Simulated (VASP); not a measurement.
## Si: single point with LDA

The system is Si.

```
Si
1.0
     0.00000    2.70097    2.70097
     2.70097    0.00000    2.70097
     2.70097    2.70097    0.00000
Si
2
Direct
  0.75000 0.75000 0.75000
  0.50000 0.50000 0.50000
```

- Program: VASP 6.6.1
- Task: single point
- Functional: LDA
- Potentials or basis: VASP PAW LDA potentials, release 64 (Si)
- Cutoff: 520 eV
- k mesh: 8 × 8 × 8
- Occupations: gaussian, width 0.02 eV
- Spin: no spin polarisation

```yaml
Pressure: 0.1 GPa
Band_gap_on_the_k_mesh: 0.49 eV (least direct gap 2.53 eV)
```

Levels at points of the mesh, in eV from the valence-band top:
```tsv
k point	band 2	band 3	band 4	band 5	band 6	band 7
(0.00, 0.00, 0.00)	0.00	0.00	0.00	2.53	2.53	2.53
(0.50, 0.00, 0.00)	-7.07	-1.21	-1.21	1.49	3.28	3.28
(0.50, 0.50, 0.00)	-7.87	-2.89	-2.89	0.57	0.57	10.11
```

Run time: 3.8 s on 1 thread of Intel(R) Xeon(R) 6975P-C (Granite Rapids), on a shared host, peak memory 0.13 GiB.

A k mesh can miss the band edges.
